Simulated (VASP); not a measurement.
Set up this calculation in VASP 6.6.1, as the native input.

- Task: dielectric tensor
- Functional: LDA
- Potentials or basis: VASP PAW LDA potentials, release 64 (Tl_d, Br)
- Cutoff: 400 eV
- k mesh: 4 × 4 × 4
- Occupations: gaussian, width 0.01 eV
- Spin: no spin polarisation
- Dipole correction: no
- Further INCAR settings: ALGO = Normal; EDIFF = 1e-08

The structure of TlBr lies in POSCAR:

```
TlBr
1.0
    3.9800000000      0.0000000000      0.0000000000
    0.0000000000      3.9800000000      0.0000000000
    0.0000000000      0.0000000000      3.9800000000
Tl Br
1 1
Direct
    0.0000000000      0.0000000000      0.0000000000
    0.5000000000      0.5000000000      0.5000000000
```

These files were run (other wordings do the same):

INCAR

```
  PREC = Accurate
  ENCUT = 400
  EDIFF = 1E-8
  ISMEAR = 0
  SIGMA = 0.01
  LREAL = F
  LASPH = T
  NELM = 120
  ALGO = Normal
  ISIF = 2
  LWAVE = F
  LCHARG = F
  LEPSILON = T
  GGA_COMPAT = F
```

KPOINTS

```
Automatic mesh
0
Gamma
  4 4 4
```

Potentials or basis: VASP PAW LDA potentials, release 64 (Tl_d, Br).

Launch:

```sh
$ cat potpaw_LDA.64/Tl_d/POTCAR potpaw_LDA.64/Br/POTCAR > POTCAR
$ mpirun -np 1 vasp_std > vasp.out
```

Results of the run:

```yaml
Band_gap_on_the_k_mesh: 1.64 eV
Electronic_dielectric_tensor_diagonal: 7.89
Born_charges_mean_of_the_diagonal: Tl +2.18; Br -2.18 e
```

Caveat: spin-orbit coupling is left out, which moves the levels of the heavy elements.

Run time: 120 s on 1 thread of Intel Xeon 8259CL, on a shared host, peak memory 0.17 GiB.
